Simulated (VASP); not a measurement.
Here is a VASP 6.6.1 calculation.

The input INCAR:

```
SYSTEM = RhO3
PREC = Accurate
ENCUT = 520
EDIFF = 1E-6
ISMEAR = 0
SIGMA = 0.1
LREAL = .False.
LASPH = .True.
NELM = 150
ALGO = Normal
ISIF = 2
LWAVE = .False.
LCHARG = .False.
ISPIN = 2
MAGMOM = 1 0 0 0
LORBIT = 11
LMAXMIX = 4
GGA = PE
NBANDS = 28
```

Contents of KPOINTS:

```
regular mesh
0
Gamma
  8 8 8
  0 0 0
```

File POSCAR:

```
RhO3
1.0
   -1.5856597184      1.5856597184      3.5419931373
    1.5856597184     -1.5856597184      3.5419931373
    1.5856597184      1.5856597184     -3.5419931373
Rh O
1 3
Direct
    0.0000000000      0.0000000000      0.0000000000
    0.5000000000      0.5000000000      0.0000000000
    0.2500000000      0.7500000000      0.5000000000
    0.7500000000      0.2500000000      0.5000000000
```

Potentials or basis: VASP PAW PBE potentials, release 64 (Rh_pv, O).

Run with:

```bash
$ cat potpaw_PBE.64/Rh_pv/POTCAR potpaw_PBE.64/O/POTCAR > POTCAR
$ mpirun -np 1 vasp_std > vasp.out
```

Q: Estimate the net moment.

A: 1.57 μB per cell.

Q: Predict the pressure.

A: 1.5 GPa.

Q: Predict the site moments.

A: Rh +0.26; O +0.25, +0.46 (each value once) μB.

Stress tensor (GPa, compression positive):
```
 6.00  0.00  0.00
 0.00  6.00  0.00
 0.00  0.00 -7.58
```

Caveat: the stress differs along the axes, from -8 to 6 GPa.
